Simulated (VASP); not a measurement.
**PbS: single point with PBE**

The system is PbS.

```
Pb S
1.0
     0.00000    3.13659    2.95078
     3.13659    0.00000    2.95078
     3.13659    3.13659    0.00000
Pb S
1 1
Direct
  0.00000 0.00000 0.00000
  0.50000 0.50000 0.50000
```

This cell differs from its parent crystal: epitaxial xy strain +5.0%.

```json
{"Program": "VASP 6.6.1", "Task": "single point", "Functional": "PBE", "Potentials or basis": "VASP PAW PBE potentials, release 64 (Pb_d, S)", "Cutoff": "520 eV", "k mesh": "8 × 8 × 8", "Occupations": "fermi-dirac, width 0.02 eV", "Spin": "no spin polarisation", "Dipole correction": "no", "Further INCAR settings": "ALGO = Normal; EDIFF = 1e-06; NBANDS = 17"}
```

* Pressure: -2.7 GPa
* Band gap on the k mesh: 0.61 eV, direct

Stress tensor (GPa, compression positive):
```
-4.47  0.00  0.00
 0.00 -4.47  0.00
 0.00  0.00  0.81
```

Levels at points of the mesh, in eV from the valence-band top:
| k point | band 8 | band 9 | band 10 | band 11 | band 12 | band 13 |
| --- | --- | --- | --- | --- | --- | --- |
| (0.00, 0.00, 0.00) | -1.99 | -1.50 | -1.50 | 4.52 | 4.52 | 5.80 |
| (0.50, 0.00, 0.00) | -1.38 | -1.31 | 0.00 | 0.61 | 2.01 | 2.38 |
| (0.50, 0.50, 0.00) | -4.40 | -2.84 | -2.84 | 4.17 | 5.09 | 5.09 |
| (0.50, 0.00, 0.50) | -4.28 | -3.03 | -2.44 | 4.41 | 4.83 | 5.01 |

It took 39 s on 1 thread of Intel(R) Xeon(R) Platinum 8259CL CPU @ 2.50GHz (Skylake/Cascade Lake), with other jobs on the host, peak memory 0.21 GiB.

Caveat: the cell differs from its parent crystal (epitaxial xy strain +5.0%); spin-orbit coupling is left out, which moves the levels of the heavy elements. A k mesh can miss the band edges.
